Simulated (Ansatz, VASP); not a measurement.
## Two plane-wave programs on Ru14W

```
Ru W
1.0
     4.07944    2.35526    0.00000
    -4.07944    2.35526    0.00000
     0.00000    0.00000   20.59361
Ru W
14 1
Direct
  0.33333 0.33333 0.29431
  0.66667 0.00000 0.29402
  0.00000 0.66667 0.29402
  0.33333 0.99937 0.39398
  0.66729 0.66729 0.39398
  0.99937 0.33333 0.39398
  0.33333 0.33333 0.50033
  0.66667 0.00000 0.49814
  0.00000 0.66667 0.49814
  0.33333 0.00203 0.60600
  0.66463 0.66463 0.60600
  0.00203 0.33333 0.60600
  0.66667 0.00000 0.70722
  0.00000 0.66667 0.70722
  0.33333 0.33333 0.70665
```

Alike in both runs: functional PBE; k mesh 6 × 6 × 1; occupations methfessel-paxton of order 1, width 0.1 eV; no spin polarisation.

Ansatz relaxed the structure, and its values are those at the end. VASP's run is a single point on that final structure, the one shown.

```csv
,VASP,Ansatz
version,VASP 6.6.1,Ansatz 0.2.0
potentials or method,"VASP PAW PBE potentials, release 64 (Ru_pv, W_sv), cutoff 520 eV","scalar-relativistic, plane waves, PAW"
valence electrons in the cell,210,238
```

```csv
,VASP,Ansatz,Ansatz less VASP
gap on the k mesh at the Fermi level (eV),none,none,-
rms of the force components (eV/Å),0.025,0.022,-0.0036
```

A gap of «none» marks a metal or a gap that the smearing closes. VASP's potentials hold 210 valence electrons a cell and Ansatz's 238, so a difference there can come from the potentials and not from the codes. Ansatz's warnings: structure snapped to symmetry, vacuum density over bound.

Spin-orbit coupling is off throughout.
